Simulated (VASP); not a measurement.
# C in VASP: settings compared, part 3 of 3

VASP 6.6.1. Earlier steps stand in the parts before.

### 6 Single point, r2SCAN

This run uses another cell than the first one, of 9.29 Å³/atom, 0.841 times its volume.

Contents of POSCAR:

```
C
1.0
    1.2281352929     -2.1265074254      0.0000000000
    1.2281352929      2.1265074254      0.0000000000
    0.0000000000      0.0000000000      7.1177876694
C
4
Direct
    0.0833139665      0.9166860335      0.7499121338
    0.5833139665      0.4166860335      0.2500878662
    0.9166860335      0.0833139665      0.2500878662
    0.4166860335      0.5833139665      0.7499121338
```

Contents of INCAR.step1:

```
SYSTEM = C
PREC = Accurate
ENCUT = 520
ISMEAR = 0
SIGMA = 0.1
LREAL = .False.
LASPH = .True.
NELM = 60
NBANDS = 16
GGA = PE
ALGO = Normal
EDIFF = 1E-4
LWAVE = .True.
LCHARG = .False.
```

Contents of INCAR.step2:

```
SYSTEM = C
PREC = Accurate
ENCUT = 520
EDIFF = 1E-6
ISMEAR = 0
SIGMA = 0.1
LREAL = .False.
LASPH = .True.
NELM = 60
ALGO = Normal
ISIF = 2
LWAVE = .False.
LCHARG = .False.
METAGGA = R2SCAN
LMIXTAU = .True.
NBANDS = 16
ISTART = 1
```

Contents of KPOINTS:

```
regular mesh
0
Gamma
  18 18 6
  0 0 0
```

Potentials or basis: VASP PAW PBE potentials, release 64 (C).

Command:

```bash
$ cat potpaw_PBE.64/C/POTCAR > POTCAR
$ cp INCAR.step1 INCAR
$ mpirun -np 1 vasp_std > vasp.out
$ cp INCAR.step2 INCAR
$ mpirun -np 1 vasp_std > vasp.out
```

Wall time 6.2 min (1 thread of AMD EPYC 9R45 (Zen 5), shared host); peak memory 0.23 GiB.

It converged, with:

```yaml
Free_energy: -39.7483 eV
Pressure: 0.6 GPa
Largest_force: 0.005 eV/Å
```

Forces on the atoms (eV/Å):
```
C    0.000 -0.005  0.000
C    0.000 -0.005  0.000
C    0.000  0.005  0.000
C    0.000  0.005  0.000
```

Stress tensor (GPa, compression positive):
```
 1.02  0.00  0.00
 0.00  0.99  0.00
 0.00  0.00 -0.13
```

Levels at points of the mesh, in eV from the Fermi level:
```csv
k point,band 4,band 5,band 6,band 7,band 8,band 9,band 10,band 11,band 12,band 13
"(0.00, 0.00, 0.00)",-7.34,-3.22,-3.21,-3.20,-3.20,3.94,8.70,8.72,8.74,8.77
"(0.50, 0.00, 0.00)",-14.08,-6.82,-6.82,-2.58,-2.58,1.92,1.92,7.78,7.78,11.48
"(0.50, 0.50, 0.00)",-14.03,-6.85,-6.81,-3.03,-1.97,1.19,2.46,7.64,7.90,11.42
"(0.00, 0.00, 0.50)",-8.14,-3.21,-3.21,-3.21,-3.21,6.26,6.26,8.73,8.73,8.73
"(0.50, 0.00, 0.50)",-14.08,-6.82,-6.82,-2.53,-2.53,1.77,1.77,7.78,7.78,12.73
"(0.50, 0.50, 0.50)",-14.08,-6.83,-6.83,-2.53,-2.53,1.77,1.77,7.77,7.77,12.81
```

Caveat: the PAW data sets were made with another functional, which shifts forces and pressure a little.

### 7 Summary

| task | level | cell | k mesh | cutoff (eV) | gap on the mesh (eV) | pressure (GPa) |
| --- | --- | --- | --- | --- | --- | --- |
| single point | PBE | a = 2.467, b = 2.467, c = 8.388 Å, angles 90.0, 90.0, 120.0°, 4 atoms | 12 × 12 × 4 | 520 | none | 0.4 |
| single point | PBEsol | a = 2.459, b = 2.459, c = 7.323 Å, angles 90.0, 90.0, 120.0°, 4 atoms | 18 × 18 × 6 | 520 | none | 0.6 |
| single point | PBE | a = 2.467, b = 2.467, c = 8.529 Å, angles 90.0, 90.0, 120.0°, 4 atoms | 18 × 18 × 6 | 520 | none | 0.4 |
| relaxation of cell and atoms | PBE | relaxed from a = 2.456, b = 2.456, c = 7.173 Å, angles 90.0, 90.0, 120.0°, 4 atoms | 12 × 12 × 4 | 600 | - | 0.0 |
| single point | r2SCAN | a = 2.456, b = 2.456, c = 7.118 Å, angles 90.0, 90.0, 120.0°, 4 atoms | 18 × 18 × 6 | 520 | - | 0.6 |

Alike in all rows: potentials or basis VASP PAW PBE potentials, release 64 (C); no spin polarisation; smearing gaussian 0.1 eV.

Caveats: the PAW data sets were made with another functional, which shifts forces and pressure a little (some runs); this functional lacks dispersion, which binds the layers, so the pressure and a relaxed spacing across them are unreliable (some runs).

Absolute energies hang on the potentials; compare differences alone.
